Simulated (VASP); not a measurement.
# Sn4Se3 (P-43m) in VASP: relaxation of cell and atoms with PBE

Aim: the relaxation of cell and atoms of Sn4Se3 with PBE.

All numbers are computed with VASP 6.6.1; they aren't measurements. Logs are shortened: lines on timing, memory, paths and dates and some standing lists are left out, and cuts for length are marked.

### 1 The cell of the first run

Symmetry: P-43m, No. 215, cubic system. Conventional cell: a = 6.038 Å, b = 6.038 Å, c = 6.038 Å, α = 90.00°, β = 90.00°, γ = 90.00°. Sn (site symmetry 3m) has 3 Se at 2.85 Å and 3 Sn at 3.36 Å within 3.8 Å. Se (site symmetry -42m) has 4 Sn at 2.85 Å within 3.8 Å.

The cell was generated, and may not be a known phase.

### 2 Relaxation of cell and atoms, PBE

The input, INCAR:

```
ALGO     = Fast           # electronic algorithm
EDIFF    = 1E-6           # SCF threshold, eV
EDIFFG   = -0.01          # ionic threshold
ENCUT    = 600            # plane-wave cutoff, eV
GGA      = PE             # functional
IBRION   = 2              # ionic algorithm
ISIF     = 3              # what is computed and relaxed
ISMEAR   = 0              # smearing method
LASPH    = T              # aspherical terms in the spheres
LCHARG   = F              # write CHGCAR
LREAL    = F              # projectors in reciprocal space
LWAVE    = F              # write WAVECAR
NELM     = 60             # most SCF steps
NSW      = 100            # ionic steps
PREC     = Accurate       # precision mode
SIGMA    = 0.1            # smearing width, eV
```

The input, KPOINTS:

```
k-points
0
Gamma
  6 6 6
```

The input, POSCAR:

```
Sn4Se3
1.0
    6.0377084823      0.0000000000      0.0000000000
    0.0000000000      6.0377084823      0.0000000000
    0.0000000000      0.0000000000      6.0377084823
Sn Se
4 3
Direct
    0.6967980723      0.6967980723      0.6967980723
    0.3032019277      0.3032019277      0.6967980723
    0.3032019277      0.6967980723      0.3032019277
    0.6967980723      0.3032019277      0.3032019277
    0.0000000000      0.0000000000      0.5000000000
    0.5000000000      0.0000000000      0.0000000000
    0.0000000000      0.5000000000      0.0000000000
```

Potentials or basis: VASP PAW PBE potentials, release 64 (Sn_d, Se).

The run is started by

```
$ cat potpaw_PBE.64/Sn_d/POTCAR potpaw_PBE.64/Se/POTCAR > POTCAR
$ mpirun -np 1 vasp_std > vasp.out
```

OUTCAR:

```text
EDIFF = 1E-6
   EDIFFG = -0.01
   ENCUT = 600
   GGA = PE
   IBRION = 2
   ISIF = 3
   ISMEAR = 0
   LASPH = T
   LREAL = F
   NELM = 60
   NSW = 100
   PREC = Accurate

 ion  position               nearest neighbor table
   1  0.697  0.697  0.697-   5 2.85   6 2.85   7 2.85   2 3.36   3 3.36   4 3.36
   2  0.303  0.303  0.697-   5 2.85   6 2.85   7 2.85   1 3.36   3 3.36   4 3.36
   3  0.303  0.697  0.303-   5 2.85   6 2.85   7 2.85   1 3.36   2 3.36   4 3.36
   4  0.697  0.303  0.303-   5 2.85   6 2.85   7 2.85   1 3.36   2 3.36   3 3.36
   5  0.000  0.000  0.500-   1 2.85   2 2.85   3 2.85   4 2.85
   6  0.500  0.000  0.000-   1 2.85   2 2.85   3 2.85   4 2.85
   7  0.000  0.500  0.000-   1 2.85   2 2.85   3 2.85   4 2.85

  LATTYP: Found a simple cubic cell.
 ALAT       =     6.0377084823

  Lattice vectors:

 A1 = (   6.0377084823,   0.0000000000,   0.0000000000)
 A2 = (   0.0000000000,   6.0377084823,   0.0000000000)
 A3 = (   0.0000000000,   0.0000000000,   6.0377084823)

Analysis of symmetry for initial positions (statically):
=====================================================================
 Subroutine PRICEL returns:
 Original cell was already a primitive cell.

 Routine SETGRP: Setting up the symmetry group for a
 simple cubic supercell.

 Subroutine GETGRP returns: Found 24 space group operations
 (whereof 24 operations were pure point group operations)
 out of a pool of 48 trial point group operations.

The static configuration has the point symmetry T_d .

Analysis of symmetry for dynamics (positions and initial velocities):
=====================================================================
 Subroutine PRICEL returns:
 Original cell was already a primitive cell.

 Routine SETGRP: Setting up the symmetry group for a
 simple cubic supercell.

 Subroutine GETGRP returns: Found 24 space group operations
 (whereof 24 operations were pure point group operations)
 out of a pool of 48 trial point group operations.

The dynamic configuration has the point symmetry T_d .

 Subroutine INISYM returns: Found 24 space group operations
 (whereof 24 operations are pure point group operations),
 and found     1 'primitive' translations

----------------------------------------------------------------------------------------

                                     Primitive cell

  volume of cell :     220.0982

  direct lattice vectors                    reciprocal lattice vectors
     6.037708482  0.000000000  0.000000000     0.165625751  0.000000000  0.000000000
     0.000000000  6.037708482  0.000000000     0.000000000  0.165625751  0.000000000
     0.000000000  0.000000000  6.037708482     0.000000000  0.000000000  0.165625751

  length of vectors
     6.037708482  6.037708482  6.037708482     0.165625751  0.165625751  0.165625751

  position of ions in fractional coordinates (direct lattice)
     0.696798072  0.696798072  0.696798072
     0.303201928  0.303201928  0.696798072
     0.303201928  0.696798072  0.303201928
     0.696798072  0.303201928  0.303201928
     0.000000000  0.000000000  0.500000000
     0.500000000  0.000000000  0.000000000
     0.000000000  0.500000000  0.000000000

  ion indices of the primitive-cell ions
   primitive index   ion index
                 1           1
                 2           2
                 3           3
                 4           4
                 5           5
                 6           6
                 7           7

----------------------------------------------------------------------------------------

 KPOINTS: k-points

Automatic generation of k-mesh.
 Grid dimensions read from file:
 generate k-points for:    6    6    6

 Generating k-lattice:

  Cartesian coordinates                     Fractional coordinates (reciprocal lattice)
     0.027604292  0.000000000  0.000000000     0.166666667  0.000000000  0.000000000
     0.000000000  0.027604292  0.000000000     0.000000000  0.166666667  0.000000000
     0.000000000  0.000000000  0.027604292     0.000000000  0.000000000  0.166666667

  Length of vectors
     0.027604292  0.027604292  0.027604292

  Shift w.r.t. Gamma in fractional coordinates (k-lattice)
     0.000000000  0.000000000  0.000000000

 Subroutine IBZKPT returns following result:
 ===========================================

 Found     20 irreducible k-points:

 Following reciprocal coordinates:
            Coordinates               Weight
  0.000000  0.000000  0.000000      1.000000
  0.166667  0.000000  0.000000      6.000000
  0.333333  0.000000  0.000000      6.000000
  0.500000  0.000000  0.000000      3.000000
  0.166667  0.166667  0.000000     12.000000
  0.333333  0.166667  0.000000     24.000000
[... 12 lines left out ...]
  0.500000  0.500000  0.333333      6.000000
  0.500000  0.500000  0.500000      1.000000
   k-points           NKPTS =     20   k-points in BZ     NKDIM =     20   number of bands    NBANDS=     44
   number of dos      NEDOS =    301   number of ions     NIONS =      7
   total plane-waves  NPLWV = 110592
   dimension x,y,z NGX =    48 NGY =   48 NGZ =   48
   dimension x,y,z NGXF=    96 NGYF=   96 NGZF=   96
   ions per type =               4   3
   NGX,Y,Z   is equivalent  to a cutoff of  13.22, 13.22, 13.22 a.u.
   NGXF,Y,Z  is equivalent  to a cutoff of  26.43, 26.43, 26.43 a.u.
 SYSTEM =  unknown system
   PREC   = accura    normal or accurate (medium, high low for compatibility)
   ISTART =      0    job   : 0-new  1-cont  2-samecut
   ICHARG =      2    charge: 1-file 2-atom 10-const
   ISPIN  =      1    spin polarized calculation?
   LNONCOLLINEAR =      F non collinear calculations
   LSORBIT =      F    spin-orbit coupling
   LASPH  =      T    aspherical Exc in radial PAW
   ENCUT  =  600.0 eV  44.10 Ry    6.64 a.u.  12.06 12.06 12.06*2*pi/ulx,y,z
   NELM   =     60;   NELMIN=  2; NELMDL= -5     # of ELM steps
   EDIFF  = 0.1E-05   stopping-criterion for ELM
   LREAL  =      F    real-space projection
   EDIFFG = -.1E-01   stopping-criterion for IOM
   NSW    =    100    number of steps for IOM
   IBRION =      2    ionic relax: 0-MD 1-quasi-New 2-CG
   NFREE  =      1    steps in history (QN), initial steepest desc. (CG)
   ISIF   =      3    stress and relaxation
   ISYM   =      2    0-nonsym 1-usesym 2-fastsym
   POTIM  = 0.5000    time-step for ionic-motion
   TEBEG  =    0.0;   TEEND  =   0.0 temperature during run
   PSTRESS=    0.0 pullay stress
   NELECT =      74.0000    total number of electrons
   NUPDOWN=      -1.0000    fix difference up-down
   EMIN   =  10.00;   EMAX   =-10.00  energy-range for DOS
   EFERMI =   0.00;   METHOD = LEGACY
   ISMEAR =     0;   SIGMA  =   0.10  broadening in eV -4-tet -1-fermi 0-gaus
   EFERMI_NEDOS =   21; number of points for ismear=-14 and -15
   IALGO  =     68    algorithm
   IMIX   =      4    mixing-type and parameters
     AMIX     =   0.40;   BMIX     =  1.00
     AMIX_MAG =   1.60;   BMIX_MAG =  1.00
  volume/ion in A,a.u.               =      31.44       212.19
  Fermi-wavevector in a.u.,A,eV,Ry     =   1.138361  2.151190 17.631318  1.295865
  Thomas-Fermi vector in A             =   2.275065
   LORBIT       =      0    0 simple, 1 ext, 2 COOP (PROOUT), +10 PAW based schemes
   GGA     = PE    functional components
   LHFCALC =     F    Hartree Fock is set to
   AEXX    =    0.0000 exact exchange contribution
   IVDW    =     0    specifies the selected vdW correction
   LEPSILON=     F    determine dielectric tensor
   LRPA    =     F    only Hartree local field effects (RPA)
 conjugate gradient relaxation of ions
 non-spin polarized calculation
 RMM-DIIS sequential band-by-band and
 Gauss-broadening in eV      SIGMA  =   0.10
  energy-cutoff  :      600.00
  volume of cell :      220.10
 maximum number of plane-waves:      7400
   NGX = 25   NGY = 25   NGZ = 25

--------------------------------------- Ionic step        1  -------------------------------------------

 number of electron      74.0000026 magnetization

 Free energy of the ion-electron system (eV)
  ---------------------------------------------------
  ext. energy  EPLUGINS =         0.00000000
  ---------------------------------------------------
  free energy    TOTEN  =       -27.26752700 eV

  energy without entropy =      -27.23737495  energy(sigma->0) =      -27.25245097

------------------------ aborting loop because EDIFF is reached ----------------------------------------

  FORCE on cell =-STRESS in cart. coord.  units (eV):
  Direction    XX          YY          ZZ          XY          YZ          ZX
  --------------------------------------------------------------------------------------
  -------------------------------------------------------------------------------------
  Total       -0.3071249     -0.3071249     -0.3071249      0.0000000      0.0000000     -0.0000000
  in kB       -2.2356778     -2.2356778     -2.2356778      0.0000000      0.0000000     -0.0000000
  external PRESSURE =      -2.2356778 kB  Pullay stress =       0.0000000 kB
[... 149 lines left out ...]
  energy  without entropy=      -27.2382951468  energy(sigma->0) =      -27.25332566

--------------------------------------- Ionic step        5  -------------------------------------------

 number of electron      74.0000020 magnetization

 Free energy of the ion-electron system (eV)
  ---------------------------------------------------
  ext. energy  EPLUGINS =         0.00000000
  ---------------------------------------------------
  free energy    TOTEN  =       -27.26839468 eV

  energy without entropy =      -27.23836262  energy(sigma->0) =      -27.25337865

 E-fermi :   5.0393     XC(G=0):  -8.9659

 val. band max:        5.0366453070   @ k =   0.5000   0.3333   0.3333
 cond. band min:       5.0492818056   @ k =   0.3333   0.3333   0.3333
 fundamental gap:      0.0126364986
 Fermi energy:         5.0392532323

 k-point     1 :       0.0000    0.0000    0.0000
  band No.  band energies     occupation
      1     -17.0141      2.00000
      2     -17.0141      2.00000
      3     -17.0025      2.00000
      4     -16.9876      2.00000
      5     -16.9876      2.00000
      6     -16.9876      2.00000
[... 963 lines left out ...]
  FREE ENERGIE OF THE ION-ELECTRON SYSTEM (eV)
  ---------------------------------------------------
  free  energy   TOTEN  =       -27.2683946797 eV

  energy  without entropy=      -27.2383626211  energy(sigma->0) =      -27.25337865

 reached required accuracy - stopping structural energy minimisation
```

Run time: 18 min. Hardware: 1 thread of Oxide Virtual Turin-like, shared host; peak memory 0.42 GiB.

Results:

* Free energy: -27.2684 eV
* Relaxed volume: 31.26 Å³/atom
* Relaxed cell: a = 6.026 Å, b = 6.026 Å, c = 6.026 Å, α = 90.00°, β = 90.00°, γ = 90.00°
* Space group after relaxing (to 0.1 Å): P-43m (No. 215)
* Energy gained by relaxing: 0.1 meV/atom
* Ionic steps: 5
* Pressure after relaxing: 0.0 GPa
* Largest force after relaxing: 0.008 eV/Å
* Band gap on the k mesh: zero (bands 37 and 38 overlap by 1.75 eV)

Forces in eV/Å, atoms in the order of the input:
```
Sn  -0.005 -0.005 -0.005
Sn   0.005  0.005 -0.005
Sn   0.005 -0.005  0.005
Sn  -0.005  0.005  0.005
Se   0.000  0.000  0.000
Se   0.000  0.000  0.000
Se   0.000  0.000  0.000
```

Step by step:
```csv
step,energy change (eV),largest force (eV/Å),pressure (GPa),volume (Å³)
1,0.0000,0.0144,-0.22,220.10
2,-0.0008,0.0222,0.03,218.70
3,-0.0008,0.0127,-0.01,218.92
4,-0.0008,0.0166,0.00,218.90
5,-0.0009,0.0081,0.00,218.83
```

Final structure:
```cif
data_structure
_symmetry_space_group_name_H-M 'P 1'
_symmetry_Int_Tables_number 1
_cell_length_a 6.0261
_cell_length_b 6.0261
_cell_length_c 6.0261
_cell_angle_alpha 90.000
_cell_angle_beta 90.000
_cell_angle_gamma 90.000
_cell_volume 218.83
loop_
_atom_site_label
_atom_site_type_symbol
_atom_site_fract_x
_atom_site_fract_y
_atom_site_fract_z
_atom_site_occupancy
Sn1 Sn 0.69678 0.69678 0.69678 1
Sn2 Sn 0.30322 0.30322 0.69678 1
Sn3 Sn 0.30322 0.69678 0.30322 1
Sn4 Sn 0.69678 0.30322 0.30322 1
Se1 Se 0.00000 0.00000 0.50000 1
Se2 Se 0.50000 0.00000 0.00000 1
Se3 Se 0.00000 0.50000 0.00000 1
```

Caveat: spin-orbit coupling is left out, which moves the levels of the heavy elements.
